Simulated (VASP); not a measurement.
Runs of VASP 6.6.1 on Au. The structure is that of space group Im-3m (No. 229), or close to it. The cells are those of the table. 

```csv
cell,gap on the mesh (eV),pressure (GPa)
"a = 2.885 Å, angles 109.9, 109.9, 108.7°, 1 atom",none,(b)
"a = 2.843 Å, angles 111.1, 111.1, 106.2°, 1 atom",none,-5.6
"a = 2.914 Å, angles 109.5°, 1 atom",none,-14.0
"a = 2.813 Å, angles 109.1, 109.1, 110.3°, 1 atom",none,-1.2
"a = 2.928 Å, angles 109.9, 109.9, 108.7°, 1 atom",none,(a)
```

Alike in all rows: task single point; level PBEsol; potentials or basis VASP PAW PBE potentials, release 64 (Au); no spin polarisation; k mesh 20 × 20 × 20; cutoff (eV) 520; smearing gaussian 0.15 eV.

Estimate the missing entries.

(a) -15.1; (b) -11.2.

Caveats: the PAW data sets were made with another functional, which shifts forces and pressure a little; spin-orbit coupling is left out, which moves the levels of the heavy elements.

A k mesh can miss the band edges, and the runs leave out spin-orbit coupling on Au.

A gap of «none» marks levels without a gap at the run's occupations.
